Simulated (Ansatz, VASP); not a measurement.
WC: VASP beside Ansatz

File INCAR:

```
SYSTEM = WC
ALGO = Normal
EDIFF = 1E-7
EDIFFG = -0.08
ENCUT = 600
GGA = PE
GGA_COMPAT = .False.
IBRION = 2
ISIF = 3
ISMEAR = 0
LASPH = .True.
LCHARG = .False.
LREAL = .False.
LWAVE = .False.
NELM = 120
NELMIN = 4
NSW = 36
PREC = Accurate
SIGMA = 0.2
```

Contents of KPOINTS:

```
k-points
0
Gamma
  7 7 4
  0 0 0
```

The input POSCAR:

```
WC
1.0
    2.6038517100      0.0000000000      0.0000000000
    0.0000000000      2.6038517100      0.0000000000
    0.0000000000      0.0000000000      4.9609082300
W C
1 1
Direct
    0.0000000000      0.0000000000      0.3149823900
    0.0000000000      0.0000000000      0.8922059000
```

Input for Ansatz:

```yaml
crystal:
  lattice:
    - [2.60385171, 0.0, 0.0]
    - [0.0, 2.60385171, 0.0]
    - [0.0, 0.0, 4.96090823]
  atoms:
    - { symbol: W, position: [0.0, 0.0, 0.31498239] }
    - { symbol: C, position: [0.0, 0.0, 0.8922059] }
basis:
  ecutwfc: 420
kpoints:
  mp_grid: { grid: [7, 7, 4] }
hamiltonian:
  xc: pbe
scf:
  occupations: { method: gaussian, width: 0.2 }
  lower_state_search: "off"
output:
  forces: true
  stress: true
  eigenvalues: true
relax:
  adjacent_minimum: "off"
  f_tol: 0.08
  max_steps: 16
  cell: { stress_tol: 0.8 }
```

Alike in both runs: task relaxation of cell and atoms; functional PBE; k mesh 7 × 7 × 4; occupations gaussian, width 0.2 eV; no spin polarisation.

```csv
,VASP,Ansatz
version,VASP 6.6.1,Ansatz 0.2.0
potentials or method,"VASP PAW PBE potentials, release 64 (W_sv, C), cutoff 600 eV","scalar-relativistic, plane waves, PAW"
valence electrons in the cell,18,18
```

```tsv
	VASP	Ansatz	Ansatz less VASP
gap on the k mesh at the Fermi level, each at its own relaxed structure (eV)	none	none	-
relaxed volume (Å³/atom)	14.52	14.47	-0.047
relaxed cell length with the largest relative difference (Å)	2.659	2.655	-0.0047
```

A gap of «none» marks a metal or a gap that the smearing closes.

Spin-orbit coupling is off throughout.
